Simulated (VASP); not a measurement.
Wanted: the native input for a VASP 6.6.1 run.

```
Task                   : single point
Functional             : PBE
Potentials or basis    : VASP PAW PBE potentials, release 64 (Cl)
Cutoff                 : 520 eV
k mesh                 : 6 × 6 × 2
Occupations            : gaussian, width 0.01 eV
Spin                   : no spin polarisation
Dipole correction      : no
Further INCAR settings : ALGO = Normal; EDIFF = 1e-06; NBANDS = 22
```

The structure of Cl lies in POSCAR:

```
Cl
1.0
    3.1252368015     -2.0072452613      0.0000000000
    3.1252368015      2.0072452613      0.0000000000
    0.0000000000      0.0000000000      8.1465599039
Cl
4
Direct
    0.8756350160      0.1243649840      0.6074783242
    0.1243649840      0.8756350160      0.3925216758
    0.6243649840      0.3756350160      0.1074783242
    0.3756350160      0.6243649840      0.8925216758
```

These files were run (other wordings do the same):

INCAR

```
PREC = Accurate ; ENCUT = 520
EDIFF = 1E-6 ; ISMEAR = 0
SIGMA = 0.01 ; LREAL = False
LASPH = True ; NELM = 100
ALGO = Normal ; ISIF = 2
LWAVE = False ; LCHARG = False
GGA = PE ; NBANDS = 22
```

KPOINTS

```
Automatic mesh
0
Gamma
  6 6 2
```

Potentials or basis: VASP PAW PBE potentials, release 64 (Cl).

Run with:

```sh
$ cat potpaw_PBE.64/Cl/POTCAR > POTCAR
$ mpirun -np 1 vasp_std > vasp.out
```

Results of the run:

* Pressure: 1.8 GPa
* Largest force: 0.036 eV/Å
* Band gap on the k mesh: 2.25 eV, direct

It took 43 s on 1 thread of Intel(R) Xeon(R) Platinum 8259CL CPU @ 2.50GHz (Skylake/Cascade Lake) (shared host), peak memory 0.21 GiB.
